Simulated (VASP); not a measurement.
## Te2Mo: single point with LDA

The system is Te2Mo.

```
CELL_PARAMETERS angstrom
6.33000 0.00000 0.00000
0.00000 3.46900 0.00000
-0.94679 0.00000 13.82762
ATOMIC_POSITIONS crystal
Te 0.94370 0.75000 0.60450
Te 0.05630 0.25000 0.39550
Te 0.90300 0.25000 0.85140
Te 0.09700 0.75000 0.14860
Te 0.41120 0.75000 0.89550
Te 0.58880 0.25000 0.10450
Te 0.44320 0.25000 0.64840
Te 0.55680 0.75000 0.35160
Mo 0.81670 0.75000 0.99260
Mo 0.18330 0.25000 0.00740
Mo 0.68190 0.25000 0.49340
Mo 0.31810 0.75000 0.50660
```

| Item | Value |
| --- | --- |
| Program | VASP 6.6.1 |
| Task | single point |
| Functional | LDA |
| Potentials or basis | VASP PAW LDA potentials, release 64 (Te, Mo_sv) |
| Cutoff | 520 eV |
| k mesh | 3 × 6 × 2 |
| Occupations | fermi-dirac, width 0.05 eV |
| Spin | no spin polarisation |
| Dipole correction | no |
| Further INCAR settings | ALGO = Normal; EDIFF = 1e-06; NBANDS = 64 |

- Pressure: -3.1 GPa
- Largest force: 0.348 eV/Å
- Band gap on the k mesh: zero (bands 52 and 53 overlap by 0.16 eV)

Forces on the atoms (eV/Å):
```
Te   0.024  0.000 -0.234
Te  -0.024  0.000  0.234
Te  -0.028  0.000  0.311
Te   0.028  0.000 -0.311
Te   0.007  0.000  0.265
Te  -0.007  0.000 -0.265
Te   0.001  0.000 -0.348
Te  -0.001  0.000  0.348
Mo   0.210  0.000  0.036
Mo  -0.210  0.000 -0.036
Mo  -0.265  0.000  0.022
Mo   0.265  0.000 -0.022
```

Stress tensor (GPa, compression positive):
```
-2.92  0.00  0.08
 0.00 -3.14  0.00
 0.08  0.00 -3.24
```

Levels at points of the mesh, in eV from the Fermi level:
```tsv
k point	band 50	band 51	band 52	band 53	band 54	band 55
(0.00, 0.00, 0.00)	-0.11	0.10	0.13	0.43	0.68	0.92
(0.00, 0.50, 0.00)	-1.50	-1.43	-1.43	1.02	1.02	1.14
(0.00, 0.00, 0.50)	-0.01	-0.01	0.00	0.45	0.55	0.94
(0.00, 0.50, 0.50)	-1.54	-1.45	-1.45	1.01	1.01	1.14
```

Run time: 3.8 min on 1 thread of Intel(R) Xeon(R) 6975P-C (Granite Rapids), with other jobs on the host, peak memory 0.43 GiB.

Caveat: the cell stands under tension; spin-orbit coupling is left out, which moves the levels of the heavy elements.
